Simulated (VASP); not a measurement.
# Y (Fm-3m) in VASP: settings compared, part 2 of 2

VASP 6.6.1. The steps go on from the part before.

## (3) Relaxation of cell and atoms, RPBE+D3(BJ)

INCAR reads:

```
SYSTEM = Y
ALGO = Normal
EDIFF = 1E-6
EDIFFG = -0.02
ENCUT = 600
GGA = RP
IBRION = 2
ISIF = 3
ISMEAR = -1
IVDW = 12
LASPH = .True.
LCHARG = .False.
LREAL = .False.
LWAVE = .False.
NELM = 60
NSW = 80
PREC = Accurate
SIGMA = 0.05
```

KPOINTS reads:

```
k-points
0
Gamma
  9 9 9
  0 0 0
```

POSCAR reads:

```
Y
1.0
    0.0000000000      2.5519910612      2.5519910612
    2.5519910612      0.0000000000      2.5519910612
    2.5519910612      2.5519910612      0.0000000000
Y
1
Direct
    0.0000000000      0.0000000000      0.0000000000
```

Potentials or basis: VASP PAW PBE potentials, release 64 (Y_sv).

Started as:

```bash
> cat potpaw_PBE.64/Y_sv/POTCAR > POTCAR
> mpirun -np 1 vasp_std > vasp.out
```

OUTCAR:

```text
SYSTEM = Y
   EDIFF = 1E-6
   EDIFFG = -0.02
   ENCUT = 600
   GGA = RP
   IBRION = 2
   ISIF = 3
   ISMEAR = -1
   IVDW = 12
   LASPH = .True.
   LREAL = .False.
   NELM = 60
   NSW = 80
   PREC = Accurate
 IVDW          = 12

 ion  position               nearest neighbor table
   1  0.000  0.000  0.000-

  LATTYP: Found a face centered cubic cell.
 ALAT       =     5.1039821224

  Lattice vectors:

 A1 = (   0.0000000000,   2.5519910612,   2.5519910612)
 A2 = (   2.5519910612,   0.0000000000,   2.5519910612)
 A3 = (   2.5519910612,   2.5519910612,   0.0000000000)

Analysis of symmetry for initial positions (statically):
=====================================================================
 Subroutine PRICEL returns:
 Original cell was already a primitive cell.

 Routine SETGRP: Setting up the symmetry group for a
 face centered cubic supercell.

 Subroutine GETGRP returns: Found 48 space group operations
 (whereof 48 operations were pure point group operations)
 out of a pool of 48 trial point group operations.

The static configuration has the point symmetry O_h .

Analysis of symmetry for dynamics (positions and initial velocities):
=====================================================================
 Subroutine PRICEL returns:
 Original cell was already a primitive cell.

 Routine SETGRP: Setting up the symmetry group for a
 face centered cubic supercell.

 Subroutine GETGRP returns: Found 48 space group operations
 (whereof 48 operations were pure point group operations)
 out of a pool of 48 trial point group operations.

The dynamic configuration has the point symmetry O_h .

 Subroutine INISYM returns: Found 48 space group operations
 (whereof 48 operations are pure point group operations),
 and found     1 'primitive' translations

----------------------------------------------------------------------------------------

                                     Primitive cell

  volume of cell :      33.2405

  direct lattice vectors                    reciprocal lattice vectors
     0.000000000  2.551991061  2.551991061    -0.195925451  0.195925451  0.195925451
     2.551991061  0.000000000  2.551991061     0.195925451 -0.195925451  0.195925451
     2.551991061  2.551991061  0.000000000     0.195925451  0.195925451 -0.195925451

  length of vectors
     3.609060370  3.609060370  3.609060370     0.339352836  0.339352836  0.339352836

  position of ions in fractional coordinates (direct lattice)
     0.000000000  0.000000000  0.000000000

  ion indices of the primitive-cell ions
   primitive index   ion index
                 1           1

----------------------------------------------------------------------------------------

 KPOINTS: k-points

Automatic generation of k-mesh.
 Grid dimensions read from file:
 generate k-points for:    9    9    9

 Generating k-lattice:

  Cartesian coordinates                     Fractional coordinates (reciprocal lattice)
    -0.021769495  0.021769495  0.021769495     0.111111111  0.000000000  0.000000000
     0.021769495 -0.021769495  0.021769495     0.000000000  0.111111111  0.000000000
     0.021769495  0.021769495 -0.021769495     0.000000000  0.000000000  0.111111111

  Length of vectors
     0.037705871  0.037705871  0.037705871

  Shift w.r.t. Gamma in fractional coordinates (k-lattice)
     0.000000000  0.000000000  0.000000000

 Subroutine IBZKPT returns following result:
 ===========================================

 Found     35 irreducible k-points:

 Following reciprocal coordinates:
            Coordinates               Weight
  0.000000  0.000000  0.000000      1.000000
  0.111111  0.000000  0.000000      8.000000
  0.222222  0.000000  0.000000      8.000000
  0.333333  0.000000  0.000000      8.000000
  0.444444  0.000000  0.000000      8.000000
  0.111111  0.111111  0.000000      6.000000
[... 16 lines left out ...]
 -0.333333  0.333333  0.000000     12.000000
  0.444444  0.444444  0.000000      6.000000
 [... further k-points ...]
   k-points           NKPTS =     35   k-points in BZ     NKDIM =     35   number of bands    NBANDS=      9
   number of dos      NEDOS =    301   number of ions     NIONS =      1
   total plane-waves  NPLWV =  27000
   dimension x,y,z NGX =    30 NGY =   30 NGZ =   30
   dimension x,y,z NGXF=    60 NGYF=   60 NGZF=   60
   ions per type =               1
   NGX,Y,Z   is equivalent  to a cutoff of  13.82, 13.82, 13.82 a.u.
   NGXF,Y,Z  is equivalent  to a cutoff of  27.64, 27.64, 27.64 a.u.
 SYSTEM =  Y
   PREC   = accura    normal or accurate (medium, high low for compatibility)
   ISTART =      0    job   : 0-new  1-cont  2-samecut
   ICHARG =      2    charge: 1-file 2-atom 10-const
   ISPIN  =      1    spin polarized calculation?
   LNONCOLLINEAR =      F non collinear calculations
   LSORBIT =      F    spin-orbit coupling
   LASPH  =      T    aspherical Exc in radial PAW
   ENCUT  =  600.0 eV  44.10 Ry    6.64 a.u.   7.21  7.21  7.21*2*pi/ulx,y,z
   NELM   =     60;   NELMIN=  2; NELMDL= -5     # of ELM steps
   EDIFF  = 0.1E-05   stopping-criterion for ELM
   LREAL  =      F    real-space projection
   EDIFFG = -.2E-01   stopping-criterion for IOM
   NSW    =     80    number of steps for IOM
   IBRION =      2    ionic relax: 0-MD 1-quasi-New 2-CG
   NFREE  =      1    steps in history (QN), initial steepest desc. (CG)
   ISIF   =      3    stress and relaxation
   ISYM   =      2    0-nonsym 1-usesym 2-fastsym
   POTIM  = 0.5000    time-step for ionic-motion
   TEBEG  =    0.0;   TEEND  =   0.0 temperature during run
   PSTRESS=    0.0 pullay stress
   NELECT =      11.0000    total number of electrons
   NUPDOWN=      -1.0000    fix difference up-down
   EMIN   =  10.00;   EMAX   =-10.00  energy-range for DOS
   EFERMI =   0.00;   METHOD = LEGACY
   ISMEAR =    -1;   SIGMA  =   0.05  broadening in eV -4-tet -1-fermi 0-gaus
   EFERMI_NEDOS =   21; number of points for ismear=-14 and -15
   IALGO  =     38    algorithm
   IMIX   =      4    mixing-type and parameters
     AMIX     =   0.40;   BMIX     =  1.00
     AMIX_MAG =   1.60;   BMIX_MAG =  1.00
  volume/ion in A,a.u.               =      33.24       224.32
  Fermi-wavevector in a.u.,A,eV,Ry     =   1.132357  2.139844 17.445821  1.282232
  Thomas-Fermi vector in A             =   2.269058
   LORBIT       =      0    0 simple, 1 ext, 2 COOP (PROOUT), +10 PAW based schemes
   GGA     = RP    functional components
   LHFCALC =     F    Hartree Fock is set to
   AEXX    =    0.0000 exact exchange contribution
   IVDW    =    12    specifies the selected vdW correction
   LEPSILON=     F    determine dielectric tensor
   LRPA    =     F    only Hartree local field effects (RPA)
 conjugate gradient relaxation of ions
 non-spin polarized calculation
  energy-cutoff  :      600.00
  volume of cell :       33.24
 maximum number of plane-waves:      1125
 NGX is ok and might be reduce to    30
   NGX = 15   NGY = 15   NGZ = 15

--------------------------------------- Ionic step        1  -------------------------------------------

 number of electron      11.0000000 magnetization

 Free energy of the ion-electron system (eV)
  ---------------------------------------------------
  ext. energy  EPLUGINS =         0.00000000
  ---------------------------------------------------
  free energy    TOTEN  =        -6.08606299 eV

  energy without entropy =       -6.07239536  energy(sigma->0) =       -6.07922917

 E-fermi :   3.1225     XC(G=0):  -9.2880

 val. band max:        3.0678650649   @ k =  -0.4444   0.2222   0.1111
 cond. band min:       3.1342873200   @ k =   0.3333   0.2222   0.0000
 fundamental gap:      0.0664222550
 Fermi energy:         3.1224730622

 k-point     1 :       0.0000    0.0000    0.0000
  band No.  band energies     occupation
      1     -39.6863      2.00000
      2     -19.4002      2.00000
      3     -19.4002      2.00000
      4     -19.4002      2.00000
      5      -1.6203      2.00000
      6       4.8754      0.00000
      7       4.8754      0.00000
      8       4.8754      0.00000
      9       6.8314      0.00000
[... 386 lines left out ...]
  FREE ENERGIE OF THE ION-ELECTRON SYSTEM (eV)
  ---------------------------------------------------
  free  energy   TOTEN  =        -9.0676199025 eV

  energy  without entropy=       -9.0568751953  energy(sigma->0) =       -9.06224755

[... ionic steps 4 to 12 ...]

--------------------------------------- Ionic step       13  -------------------------------------------

 number of electron      11.0000000 magnetization

------------------------ aborting loop because EDIFF is reached ----------------------------------------

 Edisp (eV)   -3.83402

 E8    (eV) :    -2.9056
[... 67 lines left out ...]
  energy  without entropy=       -9.0575515567  energy(sigma->0) =       -9.06288131

--------------------------------------- Ionic step       15  -------------------------------------------

 number of electron      11.0000000 magnetization

 Free energy of the ion-electron system (eV)
  ---------------------------------------------------
  ext. energy  EPLUGINS =         0.00000000
  ---------------------------------------------------
  free energy    TOTEN  =        -5.22854768 eV

  energy without entropy =       -5.21789373  energy(sigma->0) =       -5.22322070

 E-fermi :   5.4125     XC(G=0): -11.0676

 val. band max:        5.3570704391   @ k =  -0.2222   0.3333   0.1111
 cond. band min:       5.4745059254   @ k =  -0.4444   0.2222   0.1111
 fundamental gap:      0.1174354863
 Fermi energy:         5.4124858586

 k-point     1 :       0.0000    0.0000    0.0000
  band No.  band energies     occupation
      1     -36.6482      2.00000
      2     -15.7133      2.00000
      3     -15.7133      2.00000
      4     -15.7133      2.00000
      5       0.3758      2.00000
      6       7.5373      0.00000
      7       7.5373      0.00000
      8       7.5373      0.00000
      9      10.7302      0.00000
[... 308 lines left out ...]
  FREE ENERGIE OF THE ION-ELECTRON SYSTEM (eV)
  ---------------------------------------------------
  free  energy   TOTEN  =        -9.0682349717 eV

  energy  without entropy=       -9.0575810186  energy(sigma->0) =       -9.06290800

 reached required accuracy - stopping structural energy minimisation
```

Run time: 2.1 min. Hardware: 1 thread of AMD EPYC 7R43 (Zen 3), shared host; peak memory 0.2 GiB.

Results:

```yaml
Free_energy: -9.0682 eV
Relaxed_volume: 21.84 Å³/atom
Relaxed_cell: a = 3.137 Å, b = 3.137 Å, c = 3.137 Å, α = 60.00°, β = 60.00°, γ = 60.00°
Space_group_after_relaxing_to_0.05_Å: Fm-3m (No. 225)
Energy_gained_by_relaxing: 792.9 meV/atom
Ionic_steps: 15
Pressure_after_relaxing: -0.1 GPa
Dispersion_energy_per_atom: -3.840 eV
```

Step by step:
```tsv
step	energy change (eV)	largest force (eV/Å)	pressure (GPa)	volume (Å³)
1	0.0000	0.0000	-16.17	33.24
2	-0.7345	0.0000	8.64	19.57
3	-0.7923	0.0000	0.83	21.56
4	-0.7928	0.0000	-0.33	21.88
5	-0.7928	0.0000	-0.28	21.88
6	-0.7928	0.0000	-0.28	21.88
7	-0.7928	0.0000	-0.28	21.88
8	-0.7928	0.0000	-0.28	21.88
9	-0.7928	0.0000	-0.29	21.88
10	-0.7928	0.0000	-0.30	21.88
11	-0.7928	0.0000	-0.31	21.87
12	-0.7928	0.0000	-0.27	21.87
13	-0.7929	0.0000	-0.24	21.87
14	-0.7929	0.0000	-0.22	21.86
15	-0.7929	0.0000	-0.14	21.84
```

Final structure:
```
CELL_PARAMETERS angstrom
0.00000 2.21850 2.21850
2.21850 0.00000 2.21850
2.21850 2.21850 0.00000
ATOMIC_POSITIONS crystal
Y 0.00000 0.00000 0.00000
```

Levels at points of the mesh, in eV from the Fermi level:
| k point | band 3 | band 4 | band 5 | band 6 | band 7 | band 8 |
| --- | --- | --- | --- | --- | --- | --- |
| (0.00, 0.00, 0.00) | -21.13 | -21.13 | -5.04 | 2.12 | 2.12 | 2.12 |

Caveat: the volume moved by over 15 % at a fixed basis, so the end points are rough; the PAW data sets were made with another functional, which shifts forces and pressure a little; pairwise dispersion overbinds metals, which lowers pressure and volume.

## (4) Relaxation of cell and atoms, RPBE+D4

INCAR reads:

```
PREC     = Accurate       # precision mode
ENCUT    = 600            # plane-wave cutoff, eV
EDIFF    = 1E-6           # SCF threshold, eV
ISMEAR   = -1             # smearing method
SIGMA    = 0.05           # smearing width, eV
LREAL    = F              # projectors in reciprocal space
LASPH    = T              # aspherical terms in the spheres
NELM     = 100            # most SCF steps
ALGO     = Normal         # electronic algorithm
ISIF     = 3              # what is computed and relaxed
LWAVE    = F              # write WAVECAR
LCHARG   = F              # write CHGCAR
GGA      = RP             # functional
IVDW     = 13             # dispersion correction
IBRION   = 2              # ionic algorithm
NSW      = 80             # ionic steps
EDIFFG   = -0.02          # ionic threshold
```

KPOINTS reads:

```
regular mesh
0
Gamma
  9 9 9
```

POSCAR is that of step 3.

Started as:

```bash
> cat potpaw_PBE.64/Y_sv/POTCAR > POTCAR
> mpirun -np 1 vasp_std > vasp.out
```

Run time: 41 s. Hardware: 1 thread of AMD EPYC 7R43 (Zen 3), shared host; peak memory 0.16 GiB.

Results (log left out):

```
Free energy                            : -6.4703 eV
Relaxed volume                         : 32.19 Å³/atom
Relaxed cell                           : a = 3.571 Å, b = 3.571 Å, c = 3.571 Å, α = 60.00°, β = 60.00°, γ = 60.00°
Space group after relaxing (to 0.05 Å) : Fm-3m (No. 225)
Energy gained by relaxing              : 4.0 meV/atom
Ionic steps                            : 3
Pressure after relaxing                : 0.0 GPa
Dispersion energy per atom             : -0.392 eV
```

The path:
```tsv
step	energy change (eV)	largest force (eV/Å)	pressure (GPa)	volume (Å³)
1	0.0000	0.0000	-1.17	33.24
2	-0.0039	0.0000	0.13	32.08
3	-0.0040	0.0000	-0.02	32.19
```

Final structure:
```
Y
1.0
     0.00000    2.52473    2.52473
     2.52473    0.00000    2.52473
     2.52473    2.52473    0.00000
Y
1
Direct
  0.00000 0.00000 0.00000
```

Levels at points of the mesh, in eV from the Fermi level:
```tsv
k point	band 2	band 3	band 4	band 5	band 6	band 7	band 8	band 9
(0.00, 0.00, 0.00)	-22.42	-22.42	-22.42	-4.80	1.79	1.79	1.79	3.82
```

Caveat: the PAW data sets were made with another functional, which shifts forces and pressure a little; pairwise dispersion overbinds metals, which lowers pressure and volume.

## (5) Summary

```tsv
level	gap on the mesh (eV)	pressure (GPa)	relaxed volume (Å³/atom)
RPBE	none	-0.1	33.82
RPBE+D3(BJ)	none	-0.1	21.84
RPBE+D4	none	0.0	32.19
```

Alike in all rows: task relaxation of cell and atoms; potentials or basis VASP PAW PBE potentials, release 64 (Y_sv); no spin polarisation; cell relaxed; k mesh 9 × 9 × 9; cutoff (eV) 600; smearing fermi-dirac 0.05 eV.

Caveats: the PAW data sets were made with another functional, which shifts forces and pressure a little; pairwise dispersion overbinds metals, which lowers pressure and volume (some runs); the volume moved by over 15 % at a fixed basis, so the end points are rough (some runs).

Total energies depend on the potentials used, so only differences within one code and one set of settings carry meaning.
